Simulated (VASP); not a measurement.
A run of VASP 6.6.1 is set up as follows.

The input INCAR:

```
SYSTEM = ZnS
PREC     = Accurate       ! precision mode
ENCUT    = 600            ! plane-wave cutoff, eV
EDIFF    = 1E-6           ! SCF threshold, eV
ISMEAR   = 0              ! smearing method
SIGMA    = 0.05           ! smearing width, eV
LREAL    = .FALSE.        ! projectors in reciprocal space
LASPH    = .TRUE.         ! aspherical terms in the spheres
NELM     = 60             ! most SCF steps
ALGO     = Normal         ! electronic algorithm
ISIF     = 4              ! what is computed and relaxed
LWAVE    = .FALSE.        ! write WAVECAR
LCHARG   = .FALSE.        ! write CHGCAR
GGA      = PS             ! functional
IBRION   = 2              ! ionic algorithm
NSW      = 60             ! ionic steps
EDIFFG   = -0.01          ! ionic threshold
```

File KPOINTS:

```
regular mesh
0
G
  10 10 6
  0 0 0
```

Contents of POSCAR:

```
ZnS
1.0
    3.8313861612      0.0000000000      0.0000000000
   -1.9156930806      3.3180777473      0.0000000000
    0.0000000000      0.0000000000      6.2913661798
Zn S
2 2
Direct
    0.3333333333      0.6666666667      0.0054595352
    0.6666666667      0.3333333333      0.5054595352
    0.3333333333      0.6666666667      0.3795404648
    0.6666666667      0.3333333333      0.8795404648
```

Potentials or basis: VASP PAW PBE potentials, release 64 (Zn, S).

The run is started by

```bash
$ cat potpaw_PBE.64/Zn/POTCAR potpaw_PBE.64/S/POTCAR > POTCAR
$ mpirun -np 1 vasp_std > vasp.out
```

Problem. Predict the band gap on the k mesh.

Solution. 1.98 eV, direct.

Forces in eV/Å, atoms in the order of the input:
```
Zn   0.000  0.000 -0.009
Zn   0.000  0.000 -0.009
S    0.000  0.000  0.009
S    0.000  0.000  0.009
```

Caveat: the relaxation stopped at its first step, so nothing moved; the PAW data sets were made with another functional, which shifts forces and pressure a little.
